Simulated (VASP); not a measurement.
Here is a VASP 6.6.1 calculation.

INCAR

```
SYSTEM = Si2Mo
  PREC = Accurate
  ENCUT = 520
  EDIFF = 1E-7
  ISMEAR = 0
  SIGMA = 0.01
  LREAL = .FALSE.
  LASPH = .TRUE.
  NELM = 60
  ALGO = Normal
  ISIF = 2
  LWAVE = .FALSE.
  LCHARG = .TRUE.
  LELF = .TRUE.
  LVHAR = .TRUE.
  NBANDS = 43
```

Contents of KPOINTS:

```
regular mesh
0
G
  9 9 6
  0 0 0
```

The input POSCAR:

```
Si2Mo
1.0
    4.5508107270      0.0000000000      0.0000000000
   -2.2754053635      3.9411176974      0.0000000000
    0.0000000000      0.0000000000      6.5317655787
Si Mo
6 3
Direct
    0.1642261811      0.8357738189      0.8333333333
    0.3284523623      0.1642261811      0.1666666667
    0.8357738189      0.6715476377      0.5000000000
    0.8357738189      0.1642261811      0.8333333333
    0.6715476377      0.8357738189      0.1666666667
    0.1642261811      0.3284523623      0.5000000000
    0.5000000000      0.0000000000      0.5000000000
    0.0000000000      0.5000000000      0.1666666667
    0.5000000000      0.5000000000      0.8333333333
```

Potentials or basis: VASP PAW LDA potentials, release 64 (Si, Mo_sv).

The run is started by

```console
$ cat potpaw_LDA.64/Si/POTCAR potpaw_LDA.64/Mo_sv/POTCAR > POTCAR
$ mpirun -np 1 vasp_std > vasp.out
```

Task: What does it give for the pressure?

Result: 0.6 GPa.

Task: Predict the band gap on the k mesh.

Result: 0.15 eV (least direct gap 0.58 eV).

Task: What does it give for the largest force?

Result: 0.006 eV/Å.

Forces on the atoms (eV/Å):
```
Si  -0.005  0.003  0.000
Si  -0.005 -0.003  0.000
Si   0.000  0.006  0.000
Si   0.005 -0.003  0.000
Si   0.005  0.003  0.000
Si   0.000 -0.006  0.000
Mo   0.000  0.000  0.000
Mo   0.000  0.000  0.000
Mo   0.000  0.000  0.000
```

Caveat: an odd mesh through Γ misses points on the zone boundary, where band edges can lie.
